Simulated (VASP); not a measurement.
Set up this calculation in VASP 6.6.1, as the native input.

```
Task                   : single point
Functional             : PBE
Potentials or basis    : VASP PAW PBE potentials, release 64 (Al, N, Si, O)
Cutoff                 : 520 eV
k mesh                 : 1 × 1 × 1, shifted
Occupations            : fermi-dirac, width 0.1379 eV
Spin                   : no spin polarisation
Dipole correction      : no
Further INCAR settings : LREAL = Auto; ALGO = Normal; EDIFF = 1e-07; NBANDS = 87; ISYM = 0
```

The structure of AlSi8NO16 lies in POSCAR:

```
AlSi8NO16
1.0
    7.6361610000     -0.1511100000     -0.0835260000
   -0.1511100000      7.3133010000     -0.0381800000
   -0.0835260000     -0.0381800000      6.8622450000
Al N Si O
1 1 8 16
Direct
    0.4212605091      0.6924255233      0.6941748672
    0.5177137259      0.4447033583      0.6985278624
    0.6174093435      0.6054491303      0.3065480438
    0.7394588034      0.3919385353      0.5958580974
    1.0096765555      0.6875555044      0.6801501714
    0.2506166566      0.5779803431      0.2813917743
    0.3898559564      0.9644343298      0.0977321870
    0.0908683339      0.0400686706      0.8749904281
    0.9016922574      0.0682905429      0.4966102318
    0.7873703521     -0.0042893028      0.1748429458
    0.4445534911      0.4612278787      0.2688011657
    0.2945099857      0.7994061339      0.2144650282
    0.1842822164      0.6528697755      0.5772995462
    0.5904680651      0.0803853631      0.1587670724
    0.0423797114      0.1489909789      0.6694834246
    0.4092822746      0.8613298571      0.8921388387
    0.7704165242      0.4806404422      0.3890410008
    0.6992499319      0.7732804837      0.1433283712
    0.9067672402      0.4967708225      0.7423508415
    0.3918019668      0.3220623810      0.6723661124
    0.9166563469      0.1144741655      1.0343396748
    0.0572185730      0.8088502987      0.8868360344
    0.2293393351      0.1032043154      0.0574058691
    0.5770675391      0.7385735295      0.4972199157
    0.7284519193      0.1807513511      0.5814213514
    0.8884667090      0.8183345809      0.5521190346
```

The input as run:

INCAR

```
PREC = Accurate
ENCUT = 520
EDIFF = 1E-7
ISMEAR = -1
SIGMA = 0.1379
LREAL = Auto
LASPH = T
NELM = 80
ALGO = Normal
ISIF = 2
LWAVE = F
LCHARG = F
GGA = PE
ISYM = 0
NBANDS = 87
```

KPOINTS

```
Automatic mesh
0
Gamma
  1 1 1
  0.25 0.25 0.25
```

Potentials or basis: VASP PAW PBE potentials, release 64 (Al, N, Si, O).

Run with:

```bash
$ cat potpaw_PBE.64/Al/POTCAR potpaw_PBE.64/N/POTCAR potpaw_PBE.64/Si/POTCAR potpaw_PBE.64/O/POTCAR > POTCAR
$ mpirun -np 1 vasp_std > vasp.out
```

It gave:

The pressure is -2.7 GPa and the largest force is 5.882 eV/Å. The band gap on the k mesh is 0.39 eV.

Caveat: the k points lie up to 0.92 Å⁻¹ apart.

Wall time 100 s on 1 thread of Intel Xeon 6975P-C, on a shared host, peak memory 0.42 GiB.
